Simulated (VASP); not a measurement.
Here is a VASP 6.6.1 calculation.

Contents of POSCAR:

```
Zn3Cd5Ge8P16
1.0
   11.1938330000     -0.0004830000     -0.0001700000
   -0.0004820000     11.2012120000     -0.0001700000
   -0.0001610000     -0.0001610000     10.8126850000
Zn Cd Ge P
6 10 16 32
Direct
    0.9996490000      0.0003900000      0.0005570000
    0.4980870000      0.9974480000      0.0016310000
    0.4988280000      0.7517490000      0.2515990000
    0.2490140000      0.5009010000      0.7493870000
    0.2495540000      0.7468300000      0.5004890000
    0.7470730000      0.7510990000      0.4993730000
    0.0006610000      0.4975320000      0.9998730000
    0.4998290000      0.5034820000      0.0011060000
    0.0022520000      0.2483870000      0.2509040000
    0.9984730000      0.7516270000      0.2514900000
    0.5028720000      0.2479860000      0.2500770000
    0.2516620000      0.9995050000      0.7521390000
    0.7523130000      0.9999870000      0.7524230000
    0.7494840000      0.5007680000      0.7495960000
    0.2517270000      0.2530890000      0.5020060000
    0.7497040000      0.2505110000      0.5008930000
    0.0000740000      0.9939510000      0.4981200000
    0.0029710000      0.5066460000      0.5021390000
    0.4996110000      0.9924840000      0.4971850000
    0.4984830000      0.5091820000      0.5008870000
    0.2529440000      0.9957340000      0.2479800000
    0.2529720000      0.5062900000      0.2499490000
    0.7480860000      0.9953620000      0.2472100000
    0.7474040000      0.5059880000      0.2526100000
    0.2507170000      0.2474480000      0.9994420000
    0.2526880000      0.7531170000      0.9982240000
    0.7500410000      0.2451980000      0.0008660000
    0.7480300000      0.7561380000      0.9994480000
    0.0039620000      0.2507440000      0.7498340000
    0.0025120000      0.7510260000      0.7500480000
    0.4980490000      0.2506580000      0.7506330000
    0.4971140000      0.7506820000      0.7474680000
    0.1334510000      0.1159550000      0.1188680000
    0.1394210000      0.6277910000      0.1233650000
    0.6314220000      0.1154100000      0.1184330000
    0.6330160000      0.6353980000      0.1309850000
    0.1102910000      0.1219270000      0.6228680000
    0.1245940000      0.6262350000      0.6275690000
    0.6076240000      0.1222730000      0.6235450000
    0.6177690000      0.6330840000      0.6211470000
    0.3604670000      0.3737230000      0.1267390000
    0.3746470000      0.8734640000      0.1243890000
    0.8570830000      0.3745940000      0.1277040000
    0.8677010000      0.8811970000      0.1178310000
    0.3750510000      0.1091270000      0.3748350000
    0.3744850000      0.6265470000      0.3742660000
    0.8729450000      0.1068780000      0.3737390000
    0.8684790000      0.6195030000      0.3830170000
    0.1257010000      0.3940080000      0.3738830000
    0.1331700000      0.8802200000      0.3802250000
    0.6217650000      0.3923090000      0.3766750000
    0.6254330000      0.8743560000      0.3728660000
    0.1332000000      0.3656440000      0.8683870000
    0.1185740000      0.8689220000      0.8819820000
    0.6255740000      0.3593780000      0.8754420000
    0.6149150000      0.8677900000      0.8785610000
    0.3840650000      0.3851370000      0.6315640000
    0.3797740000      0.8674990000      0.6178500000
    0.8915490000      0.3764380000      0.6247980000
    0.8823950000      0.8662420000      0.6185560000
    0.3818780000      0.1322350000      0.8819160000
    0.3675170000      0.6330930000      0.8665870000
    0.8843800000      0.1348230000      0.8809400000
    0.8736820000      0.6402570000      0.8756030000
```

Contents of INCAR.step1:

```
  ALGO = Normal
  EDIFF = 1E-5
  ENCUT = 520
  GGA = PE
  ISIF = 2
  ISMEAR = -1
  LASPH = True
  LREAL = Auto
  LUSENCCL = False
  LWAVE = True
  NBANDS = 326
  NELM = 80
  PREC = Accurate
  SIGMA = 0.05
```

The input INCAR.step2:

```
  ALGO = Normal
  EDIFF = 1E-6
  ENCUT = 520
  GGA = PE
  HFSCREEN = 0.2079
  ISIF = 2
  ISMEAR = -1
  ISTART = 1
  LASPH = True
  LCHARG = True
  LELF = True
  LHFCALC = True
  LREAL = Auto
  LUSENCCL = False
  LVHAR = True
  LWAVE = False
  NBANDS = 326
  NELM = 80
  PREC = Accurate
  PRECFOCK = Fast
  SIGMA = 0.05
```

The input KPOINTS:

```
k-points
0
Gamma
  1 1 1
```

Potentials or basis: VASP PAW PBE potentials, release 64 (Zn, Cd, Ge_d, P).

The run is started by

```sh
$ cat potpaw_PBE.64/Zn/POTCAR potpaw_PBE.64/Cd/POTCAR potpaw_PBE.64/Ge_d/POTCAR potpaw_PBE.64/P/POTCAR > POTCAR
$ cp INCAR.step1 INCAR
$ mpirun -np 1 vasp_gam > vasp.out
$ cp INCAR.step2 INCAR
$ mpirun -np 1 vasp_gam > vasp.out
```

(1) Estimate the band gap on the k mesh.

(2) Predict the pressure.

Answers

(1) 1.91 eV.

(2) 1.6 GPa.

Caveat: the k points lie up to 0.58 Å⁻¹ apart; the PAW data sets were made with another functional, which shifts forces and pressure a little.
